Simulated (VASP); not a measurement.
Write the native input for VASP 6.6.1 that does the following.

- Task: single point
- Functional: r2SCAN
- Potentials or basis: VASP PAW PBE potentials, release 64 (Cu)
- Cutoff: 520 eV
- k mesh: 24 × 24 × 12
- Occupations: gaussian, width 0.15 eV
- Spin: no spin polarisation
- Dipole correction: no
- Further INCAR settings: ALGO = Normal; EDIFF = 1e-06; NBANDS = 18

The system is Cu.

```xyz
2
Lattice="2.5341 0.0000 0.0000 -1.2670 2.1946 0.0000 0.0000 0.0000 3.9481" Properties=species:S:1:pos:R:3 pbc="T T T"
Cu    0.0000    1.4631    0.9870
Cu    1.2670    0.7315    2.9611
```

This cell differs from its parent crystal: strain +0.000 along x and y, -0.040 along z.

These files were run (other wordings do the same):

POSCAR

```
Cu
1.0
    2.5340966698      0.0000000000      0.0000000000
   -1.2670483349      2.1945920917      0.0000000000
    0.0000000000      0.0000000000      3.9480681600
Cu
2
Direct
    0.3333333333      0.6666666667      0.2500000000
    0.6666666667      0.3333333333      0.7500000000
```

INCAR.step1

```
ALGO = Normal
EDIFF = 1E-4
ENCUT = 520
GGA = PE
ISMEAR = 0
LASPH = True
LCHARG = False
LREAL = False
LWAVE = True
NBANDS = 18
NELM = 100
PREC = Accurate
SIGMA = 0.15
```

INCAR.step2

```
ALGO = Normal
EDIFF = 1E-6
ENCUT = 520
ISIF = 2
ISMEAR = 0
ISTART = 1
LASPH = True
LCHARG = False
LMIXTAU = True
LREAL = False
LWAVE = False
METAGGA = R2SCAN
NBANDS = 18
NELM = 100
PREC = Accurate
SIGMA = 0.15
```

KPOINTS

```
k-points
0
Gamma
  24 24 12
```

Potentials or basis: VASP PAW PBE potentials, release 64 (Cu).

The run is started by

```sh
$ cat potpaw_PBE.64/Cu/POTCAR > POTCAR
$ cp INCAR.step1 INCAR
$ mpirun -np 1 vasp_std > vasp.out
$ cp INCAR.step2 INCAR
$ mpirun -np 1 vasp_std > vasp.out
```

It gave:

| Quantity | Value |
| --- | --- |
| Pressure | 8.8 GPa |
| Band gap on the k mesh | zero (band 11 reaches 12.48 eV, above the bottom of band 12 at 6.17 eV) |

Caveat: the cell differs from its parent crystal (strain +0.000 along x and y, -0.040 along z); the PAW data sets were made with another functional, which shifts forces and pressure a little.

Wall time 19 min on 1 thread of AMD EPYC 7R13, on a shared host, peak memory 0.22 GiB.
